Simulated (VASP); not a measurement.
Ba: single point with PBE

Ba:

```xyz
1
Lattice="-2.5125 2.5125 2.5125 2.5125 -2.5125 2.5125 2.5125 2.5125 -2.5125" Properties=species:S:1:pos:R:3 pbc="T T T"
Ba    0.0000    0.0000    0.0000
```

```json
{
 "Program": "VASP 6.6.1",
 "Task": "single point",
 "Functional": "PBE",
 "Potentials or basis": "VASP PAW PBE potentials, release 64 (Ba_sv)",
 "Cutoff": "520 eV",
 "k mesh": "9 × 9 × 9",
 "Occupations": "fermi-dirac, width 0.2 eV",
 "Spin": "no spin polarisation"
}
```

The pressure is 0.2 GPa and the band gap on the k mesh is zero (band 5 reaches 2.07 eV, above the bottom of band 6 at 1.17 eV).

Levels at points of the mesh, in eV from the Fermi level:
```
           k point  band 2  band 3  band 4  band 5  band 6  band 7  band 8  band 9
(0.00, 0.00, 0.00)  -13.85  -13.85  -13.85   -2.76    1.81    1.81    1.81    3.21
```

It took 19 s on 1 thread of Intel(R) Xeon(R) Platinum 8259CL CPU @ 2.50GHz (Skylake/Cascade Lake) (shared host), peak memory 0.18 GiB.

Caveat: spin-orbit coupling is left out, which moves the levels of the heavy elements.
